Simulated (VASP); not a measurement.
Here is a VASP 6.6.1 calculation.

INCAR

```
SYSTEM = Pd
PREC = Accurate
ENCUT = 520
EDIFF = 1E-6
ISMEAR = -1
SIGMA = 0.08
LREAL = .FALSE.
LASPH = .TRUE.
NELM = 100
ALGO = Normal
ISIF = 2
LWAVE = .FALSE.
LCHARG = .FALSE.
GGA = PE
NBANDS = 11
```

File KPOINTS:

```
regular mesh
0
G
  16 16 15
  0 0 0
```

POSCAR

```
Pd
1.0
    2.6256703410      0.0000000000      0.0000000000
   -1.3128351705      2.2738972172      0.0000000000
    0.0000000000      0.0000000000      2.5600844890
Pd
1
Direct
    0.0000000000      0.0000000000      0.0000000000
```

Potentials or basis: VASP PAW PBE potentials, release 64 (Pd).

Command:

```sh
$ cat potpaw_PBE.64/Pd/POTCAR > POTCAR
$ mpirun -np 1 vasp_std > vasp.out
```

Problem. Predict the pressure.

Solution. 14.4 GPa.

Problem. Predict the band gap on the k mesh.

Solution. Zero (band 5 reaches 10.36 eV, above the bottom of band 6 at 8.22 eV).

Stress tensor (GPa, compression positive):
```
14.41  0.00  0.00
 0.00 14.41  0.00
 0.00  0.00 14.28
```
